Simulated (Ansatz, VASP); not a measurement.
**One calculation of SbS5, two programs**

The input INCAR:

```
SYSTEM = SbS5
  ALGO = Normal
  EDIFF = 1E-6
  EDIFFG = -0.01
  ENCUT = 600
  GGA = PE
  IBRION = 2
  ISIF = 3
  ISMEAR = 0
  LASPH = .TRUE.
  LCHARG = .FALSE.
  LREAL = .FALSE.
  LWAVE = .FALSE.
  NELM = 80
  NSW = 100
  PREC = Accurate
  SIGMA = 0.1
```

The input KPOINTS:

```
k-points
0
G
  6 6 10
  0 0 0
```

The input POSCAR:

```
SbS5
1.0
    5.8394116296      0.0000000000      0.0000000000
   -2.9197058148      5.0570788144      0.0000000000
    0.0000000000      0.0000000000      3.8640621338
Sb S
1 5
Direct
    0.0000000000      0.0000000000      0.0000000000
    0.3333333333      0.6666666667      0.0000000000
    0.6666666667      0.3333333333      0.0000000000
    0.5000000000      0.0000000000      0.5000000000
    0.5000000000      0.5000000000      0.5000000000
    0.0000000000      0.5000000000      0.5000000000
```

Input for Ansatz:

```yaml
crystal:
  lattice:
    - [5.8394116296, 0.0, 0.0]
    - [-2.9197058148, 5.0570788144, 0.0]
    - [0.0, 0.0, 3.8640621338]
  atoms:
    - { symbol: Sb, position: [0.0, 0.0, 0.0] }
    - { symbol: S, position: [0.3333333333, 0.6666666667, 0.0] }
    - { symbol: S, position: [0.6666666667, 0.3333333333, 0.0] }
    - { symbol: S, position: [0.5, 0.0, 0.5] }
    - { symbol: S, position: [0.5, 0.5, 0.5] }
    - { symbol: S, position: [0.0, 0.5, 0.5] }
basis:
  ecutwfc: 420
kpoints:
  mp_grid: { grid: [6, 6, 10] }
hamiltonian:
  xc: pbe
scf:
  occupations: { method: gaussian, width: 0.1 }
output:
  forces: true
  stress: true
  eigenvalues: true
  write_density: true
  write_potential: true
  elf: true
  volumetric_format: npy
relax:
  adjacent_minimum: "off"
  f_tol: 0.01
  max_steps: 80
  cell: { stress_tol: 0.05 }
```

Change from the starting cell: species swapped into the SmCu5 type (P6/mmm, No. 191).

Alike in both runs: task relaxation of cell and atoms; functional PBE; k mesh 6 × 6 × 10; occupations gaussian, width 0.1 eV; no spin polarisation.

|  | VASP | Ansatz |
| --- | --- | --- |
| version | VASP 6.6.1 | Ansatz 0.2.0 |
| potentials or method | VASP PAW PBE potentials, release 64 (Sb, S), cutoff 600 eV | scalar-relativistic, plane waves, PAW |
| valence electrons in the cell | 35 | 45 |

Ansatz gave:

| Property | Result |
| --- | --- |
| gap on the k mesh at the Fermi level, each at its own relaxed structure (eV) | none |
| relaxed volume (Å³/atom) | 20.03 |
| relaxed cell length with the largest relative difference (Å) | 6.560 |

Task: Which values does VASP return?

Result: gap on the k mesh at the Fermi level, each at its own relaxed structure (eV): none; relaxed volume (Å³/atom): 19.96; relaxed cell length with the largest relative difference (Å): 6.550.

A gap of «none» marks a metal or a gap that the smearing closes. VASP's potentials hold 35 valence electrons a cell and Ansatz's 45, so a difference there can come from the potentials and not from the codes.

Spin-orbit coupling is off throughout.
